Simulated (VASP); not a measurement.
A run of VASP 6.6.1 is set up as follows.

File INCAR:

```
ALGO = Normal ; EDIFF = 1E-7
ENCUT = 520 ; GGA = PE
ISIF = 2 ; ISMEAR = -1
LASPH = True ; LCHARG = True
LELF = True ; LREAL = False
LVHAR = True ; LWAVE = False
NBANDS = 16 ; NELM = 60
PREC = Accurate ; SIGMA = 0.02
```

File KPOINTS:

```
k-points
0
Gamma
  8 8 8
```

The input POSCAR:

```
ZnS
1.0
   -0.0651968772      2.6940858343      2.6940858343
    2.6940858343     -0.0651968772      2.6940858343
    2.6288889571      2.6288889571      0.0000000000
Zn S
1 1
Direct
   -0.0043065566     -0.0043065566      0.0043065566
    0.2543065566      0.2543065566      0.2456934434
```

Potentials or basis: VASP PAW PBE potentials, release 64 (Zn, S).

The run is started by

```bash
$ cat potpaw_PBE.64/Zn/POTCAR potpaw_PBE.64/S/POTCAR > POTCAR
$ mpirun -np 1 vasp_std > vasp.out
```

Problem. What does it give for the band gap on the k mesh?

Solution. 1.99 eV, direct.

Problem. Predict the pressure.

Solution. 2.5 GPa.

Forces on the atoms (eV/Å):
```
Zn   0.000  0.000 -0.015
S    0.000  0.000  0.015
```

Caveat: the cell differs from its parent crystal (shear xy strain -4.8%).
